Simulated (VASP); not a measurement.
# TePb3 (I4/mmm) in VASP: single point with PBE

Aim: the single point of TePb3 with PBE.

Everything below comes from runs of VASP 6.6.1. Logs are shortened: lines on timing, memory, paths and dates and some standing lists are left out, and cuts for length are marked.

## 1. The cell of the first run

It takes space group I4/mmm (No. 139, tetragonal). Conventional cell: a = 4.832 Å, b = 4.832 Å, c = 10.793 Å, α = 90.00°, β = 90.00°, γ = 90.00°. Te (site symmetry 4/mmm) has 12 Pb at 3.42 to 3.62 Å within 4.5 Å. Pb (site symmetry 4/mmm) has 4 Te at 3.42 Å and 8 Pb at 3.62 Å within 4.5 Å. Pb (site symmetry -4m2) has 8 Pb at 3.42 to 3.62 Å and 4 Te at 3.62 Å within 4.5 Å.

## 2. Single point, PBE

INCAR

```
PREC = Accurate
ENCUT = 520
EDIFF = 1E-6
ISMEAR = 0
SIGMA = 0.1
LREAL = False
LASPH = True
NELM = 100
ALGO = Fast
ISIF = 2
LWAVE = False
LCHARG = False
GGA = PE
NBANDS = 32
```

KPOINTS

```
regular mesh
0
Gamma
  6 6 6
```

POSCAR

```
TePb3
1.0
   -2.4157902189      2.4157902189      5.3963106189
    2.4157902189     -2.4157902189      5.3963106189
    2.4157902189      2.4157902189     -5.3963106189
Te Pb
1 3
Direct
    0.0000000000      0.0000000000      0.0000000000
    0.5000000000      0.5000000000      0.0000000000
    0.2500000000      0.7500000000      0.5000000000
    0.7500000000      0.2500000000      0.5000000000
```

Potentials or basis: VASP PAW PBE potentials, release 64 (Te, Pb_d).

Run with:

```console
cat potpaw_PBE.64/Te/POTCAR potpaw_PBE.64/Pb_d/POTCAR > POTCAR
mpirun -np 1 vasp_std > vasp.out
```

OUTCAR:

```text
PREC = Accurate
   ENCUT = 520
   EDIFF = 1E-6
   ISMEAR = 0
   LREAL = False
   LASPH = True
   NELM = 100
   ISIF = 2
   GGA = PE

 ion  position               nearest neighbor table
   1  0.000  0.000  0.000-   2 3.42   2 3.42   2 3.42   2 3.42   4 3.62   3 3.62   4 3.62   3 3.62
                             4 3.62   4 3.62   3 3.62   3 3.62
   2  0.500  0.500  0.000-   1 3.42   1 3.42   1 3.42   1 3.42   4 3.62   3 3.62   4 3.62   4 3.62
                             3 3.62   3 3.62   4 3.62   3 3.62
   3  0.250  0.750  0.500-   4 3.42   4 3.42   4 3.42   4 3.42   2 3.62   1 3.62   2 3.62   2 3.62
                             1 3.62   1 3.62   2 3.62   1 3.62
   4  0.750  0.250  0.500-   3 3.42   3 3.42   3 3.42   3 3.42   2 3.62   1 3.62   2 3.62   1 3.62
                             2 3.62   2 3.62   1 3.62   1 3.62

  LATTYP: Found a body centered tetragonal cell.
 ALAT       =     4.8315804378
 C/A-ratio  =     2.2337662338

  Lattice vectors:

 A1 = (  -2.4157902189,   2.4157902189,   5.3963106189)
 A2 = (   2.4157902189,  -2.4157902189,   5.3963106189)
 A3 = (   2.4157902189,   2.4157902189,  -5.3963106189)

Analysis of symmetry for initial positions (statically):
=====================================================================
 Subroutine PRICEL returns:
 Original cell was already a primitive cell.

 Routine SETGRP: Setting up the symmetry group for a
 body centered tetragonal supercell.

 Subroutine GETGRP returns: Found 16 space group operations
 (whereof 16 operations were pure point group operations)
 out of a pool of 16 trial point group operations.

The static configuration has the point symmetry D_4h.

Analysis of symmetry for dynamics (positions and initial velocities):
=====================================================================
 Subroutine PRICEL returns:
 Original cell was already a primitive cell.

 Routine SETGRP: Setting up the symmetry group for a
 body centered tetragonal supercell.

 Subroutine GETGRP returns: Found 16 space group operations
 (whereof 16 operations were pure point group operations)
 out of a pool of 16 trial point group operations.

The dynamic configuration has the point symmetry D_4h.

 Subroutine INISYM returns: Found 16 space group operations
 (whereof 16 operations are pure point group operations),
 and found     1 'primitive' translations

----------------------------------------------------------------------------------------

                                     Primitive cell

  volume of cell :     125.9724

  direct lattice vectors                    reciprocal lattice vectors
    -2.415790219  2.415790219  5.396310619     0.000000000  0.206971614  0.092655897
     2.415790219 -2.415790219  5.396310619     0.206971614  0.000000000  0.092655897
     2.415790219  2.415790219 -5.396310619     0.206971614  0.206971614  0.000000000

  length of vectors
     6.386881325  6.386881325  6.386881325     0.226764998  0.226764998  0.292702063

  position of ions in fractional coordinates (direct lattice)
     0.000000000  0.000000000  0.000000000
     0.500000000  0.500000000  0.000000000
     0.250000000  0.750000000  0.500000000
     0.750000000  0.250000000  0.500000000

  ion indices of the primitive-cell ions
   primitive index   ion index
                 1           1
                 2           2
                 3           3
                 4           4

----------------------------------------------------------------------------------------

 KPOINTS: regular mesh

Automatic generation of k-mesh.
 Grid dimensions read from file:
 generate k-points for:    6    6    6

 Generating k-lattice:

  Cartesian coordinates                     Fractional coordinates (reciprocal lattice)
     0.000000000  0.034495269  0.015442649     0.166666667  0.000000000 -0.000000000
     0.034495269  0.000000000  0.015442649     0.000000000  0.166666667 -0.000000000
     0.034495269  0.034495269  0.000000000     0.000000000  0.000000000  0.166666667

  Length of vectors
     0.037794166  0.037794166  0.048783677

  Shift w.r.t. Gamma in fractional coordinates (k-lattice)
     0.000000000  0.000000000  0.000000000

 Subroutine IBZKPT returns following result:
 ===========================================

 Found     30 irreducible k-points:

 Following reciprocal coordinates:
            Coordinates               Weight
  0.000000  0.000000  0.000000      1.000000
  0.166667  0.000000  0.000000      8.000000
  0.333333  0.000000  0.000000      8.000000
  0.500000  0.000000  0.000000      4.000000
  0.166667  0.166667 -0.000000      8.000000
  0.333333  0.166667  0.000000     16.000000
[... 16 lines left out ...]
 -0.333333 -0.333333  0.166667      8.000000
 -0.166667 -0.333333  0.166667      8.000000
 [... further k-points ...]
   k-points           NKPTS =     30   k-points in BZ     NKDIM =     30   number of bands    NBANDS=     32
   number of dos      NEDOS =    301   number of ions     NIONS =      4
   total plane-waves  NPLWV = 110592
   dimension x,y,z NGX =    48 NGY =   48 NGZ =   48
   dimension x,y,z NGXF=    96 NGYF=   96 NGZF=   96
   ions per type =               1   3
   NGX,Y,Z   is equivalent  to a cutoff of  12.49, 12.49, 12.49 a.u.
   NGXF,Y,Z  is equivalent  to a cutoff of  24.99, 24.99, 24.99 a.u.
 SYSTEM =  unknown system
   PREC   = accura    normal or accurate (medium, high low for compatibility)
   ISTART =      0    job   : 0-new  1-cont  2-samecut
   ICHARG =      2    charge: 1-file 2-atom 10-const
   ISPIN  =      1    spin polarized calculation?
   LNONCOLLINEAR =      F non collinear calculations
   LSORBIT =      F    spin-orbit coupling
   LASPH  =      T    aspherical Exc in radial PAW
   ENCUT  =  520.0 eV  38.22 Ry    6.18 a.u.  11.88 11.88 11.88*2*pi/ulx,y,z
   NELM   =    100;   NELMIN=  2; NELMDL= -5     # of ELM steps
   EDIFF  = 0.1E-05   stopping-criterion for ELM
   LREAL  =      F    real-space projection
   EDIFFG = 0.1E-04   stopping-criterion for IOM
   NSW    =      0    number of steps for IOM
   IBRION =     -1    ionic relax: 0-MD 1-quasi-New 2-CG
   NFREE  =      0    steps in history (QN), initial steepest desc. (CG)
   ISIF   =      2    stress and relaxation
   ISYM   =      2    0-nonsym 1-usesym 2-fastsym
   POTIM  = 0.5000    time-step for ionic-motion
   TEBEG  =    0.0;   TEEND  =   0.0 temperature during run
   PSTRESS=    0.0 pullay stress
   NELECT =      48.0000    total number of electrons
   NUPDOWN=      -1.0000    fix difference up-down
   EMIN   =  10.00;   EMAX   =-10.00  energy-range for DOS
   EFERMI =   0.00;   METHOD = LEGACY
   ISMEAR =     0;   SIGMA  =   0.10  broadening in eV -4-tet -1-fermi 0-gaus
   EFERMI_NEDOS =   21; number of points for ismear=-14 and -15
   IALGO  =     68    algorithm
   IMIX   =      4    mixing-type and parameters
     AMIX     =   0.40;   BMIX     =  1.00
     AMIX_MAG =   1.60;   BMIX_MAG =  1.00
  volume/ion in A,a.u.               =      31.49       212.53
  Fermi-wavevector in a.u.,A,eV,Ry     =   1.186853  2.242826 19.165426  1.408619
  Thomas-Fermi vector in A             =   2.323016
   LORBIT       =      0    0 simple, 1 ext, 2 COOP (PROOUT), +10 PAW based schemes
   GGA     = PE    functional components
   LHFCALC =     F    Hartree Fock is set to
   AEXX    =    0.0000 exact exchange contribution
   IVDW    =     0    specifies the selected vdW correction
   LEPSILON=     F    determine dielectric tensor
   LRPA    =     F    only Hartree local field effects (RPA)
 non-spin polarized calculation
 RMM-DIIS sequential band-by-band and
 Gauss-broadening in eV      SIGMA  =   0.10
  energy-cutoff  :      520.00
  volume of cell :      125.97
 maximum number of plane-waves:      3418
   NGX = 23   NGY = 23   NGZ = 23

 number of electron      48.0000005 magnetization

 Free energy of the ion-electron system (eV)
  ---------------------------------------------------
  ext. energy  EPLUGINS =         0.00000000
  ---------------------------------------------------
  free energy    TOTEN  =       -13.88632992 eV

  energy without entropy =      -13.86852560  energy(sigma->0) =      -13.87742776

 E-fermi :   6.9973     XC(G=0):  -9.8911

 val. band max:        6.9681509797   @ k =  -0.1667   0.1667   0.1667
 cond. band min:       7.0010642673   @ k =  -0.1667   0.1667   0.0000
 fundamental gap:      0.0329132876
 Fermi energy:         6.9973480653

 k-point     1 :       0.0000    0.0000    0.0000
  band No.  band energies     occupation
      1     -10.3975      2.00000
      2     -10.3214      2.00000
      3     -10.2637      2.00000
      4     -10.2466      2.00000
      5     -10.2466      2.00000
      6     -10.2105      2.00000
[... 24 lines left out ...]
     31      13.0137      0.00000
     32      13.0161      0.00000

 k-point     2 :       0.1667    0.0000    0.0000
  band No.  band energies     occupation
      1     -10.3683      2.00000
      2     -10.3079      2.00000
      3     -10.2606      2.00000
      4     -10.2545      2.00000
      5     -10.2462      2.00000
      6     -10.2047      2.00000
[... 24 lines left out ...]
     31      12.4253      0.00000
     32      13.6479      0.00000

 k-point     3 :       0.3333    0.0000    0.0000
  band No.  band energies     occupation
      1     -10.2879      2.00000
      2     -10.2826      2.00000
      3     -10.2652      2.00000
      4     -10.2479      2.00000
      5     -10.2129      2.00000
      6     -10.1969      2.00000
[... 24 lines left out ...]
     31      12.0439      0.00000
     32      13.0128      0.00000

 k-point     4 :       0.5000    0.0000    0.0000
  band No.  band energies     occupation
      1     -10.2701      2.00000
      2     -10.2682      2.00000
      3     -10.2173      2.00000
      4     -10.2128      2.00000
      5     -10.2017      2.00000
      6     -10.1938      2.00000
[... 654 lines left out ...]
     31      11.9275      0.00000
     32      13.1828      0.00000

 k-point    23 :      -0.3333   -0.3333    0.1667
  band No.  band energies     occupation
      1     -10.3545      2.00000
      2     -10.3101      2.00000
      3     -10.2790      2.00000
      4     -10.2683      2.00000
      5     -10.2553      2.00000
      6     -10.2189      2.00000
[... 24 lines left out ...]
     31      12.0654      0.00000
     32      12.2075      0.00000

 k-point    24 :      -0.1667   -0.3333    0.1667
  band No.  band energies     occupation
      1     -10.3664      2.00000
      2     -10.3077      2.00000
      3     -10.2891      2.00000
      4     -10.2822      2.00000
      5     -10.2612      2.00000
      6     -10.2059      2.00000
[... 24 lines left out ...]
     31      12.1919      0.00000
     32      12.3454      0.00000

 [... further k-points ...]

------------------------ aborting loop because EDIFF is reached ----------------------------------------

  FORCE on cell =-STRESS in cart. coord.  units (eV):
  Direction    XX          YY          ZZ          XY          YZ          ZX
  --------------------------------------------------------------------------------------
  -------------------------------------------------------------------------------------
  Total        0.4309399      0.4309399      0.6149539      0.0000000      0.0000000     -0.0000000
  in kB        5.4809001      5.4809001      7.8212783      0.0000000      0.0000000     -0.0000000
  external PRESSURE =       6.2610262 kB  Pullay stress =       0.0000000 kB

 VOLUME and BASIS-vectors are now :
 -----------------------------------------------------------------------------
  energy-cutoff  :      520.00
  volume of cell :      125.97
      direct lattice vectors                 reciprocal lattice vectors
    -2.415790219  2.415790219  5.396310619     0.000000000  0.206971614  0.092655897
     2.415790219 -2.415790219  5.396310619     0.206971614  0.000000000  0.092655897
     2.415790219  2.415790219 -5.396310619     0.206971614  0.206971614  0.000000000

 POSITION                                       TOTAL-FORCE (eV/Angst)
 -----------------------------------------------------------------------------------
      0.00000      0.00000      0.00000         0.000000      0.000000      0.000000
      0.00000      0.00000      5.39631         0.000000      0.000000      0.000000
      2.41579      0.00000      2.69816         0.000000     -0.000000     -0.000000
      0.00000      2.41579      2.69816        -0.000000      0.000000     -0.000000
 -----------------------------------------------------------------------------------
    total drift:                                0.000000     -0.000000      0.000000

  FREE ENERGIE OF THE ION-ELECTRON SYSTEM (eV)
  ---------------------------------------------------
  free  energy   TOTEN  =       -13.8863299241 eV

  energy  without entropy=      -13.8685255954  energy(sigma->0) =      -13.87742776
```

It took 80 s on 1 thread of Intel Xeon 6975P-C (Granite Rapids), shared host; peak memory 0.37 GiB.

What came out:

| Property | Result |
| --- | --- |
| Free energy | -13.8863 eV |
| Pressure | 0.6 GPa |
| Band gap on the k mesh | zero (bands 24 and 25 overlap by 0.82 eV) |

Caveat: spin-orbit coupling is left out, which moves the levels of the heavy elements.
